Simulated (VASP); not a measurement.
Runs of VASP 6.6.1 on PbF2. The structure is that of space group Fm-3m (No. 225), or close to it. The cells are those of the table. 

| cell | gap on the mesh (eV) | pressure (GPa) |
| --- | --- | --- |
| a = 4.326 Å, angles 60.0°, 3 atoms | (c) | -3.6 |
| a = 4.263, b = 4.263, c = 4.200 Å, angles 60.5, 60.5, 59.0°, 3 atoms | 4.35 | -0.2 |
| a = 4.233, b = 4.233, c = 4.137 Å, angles 60.7, 60.7, 58.5°, 3 atoms | 4.30 | 2.0 |
| a = 4.295, b = 4.295, c = 4.326 Å, angles 59.8, 59.8, 60.5°, 3 atoms | (b) | (a) |
| a = 4.295, b = 4.295, c = 4.263 Å, angles 60.2, 60.2, 59.5°, 3 atoms | (d) | -2.0 |
| a = 4.202, b = 4.202, c = 4.074 Å, angles 61.0, 61.0, 58.0°, 3 atoms | 4.23 | 4.5 |

Alike in all rows: task single point; level PBE; potentials or basis VASP PAW PBE potentials, release 64 (Pb_d, F); no spin polarisation; k mesh 8 × 8 × 8; cutoff (eV) 520; smearing gaussian 0.05 eV.

Problem. Fill in the values left out.

Solution. (a) -2.8; (b) 4.36; (c) 4.38; (d) 4.39.

Caveats: spin-orbit coupling is left out, which moves the levels of the heavy elements.

A k mesh can miss the band edges, and the runs leave out spin-orbit coupling on Pb.
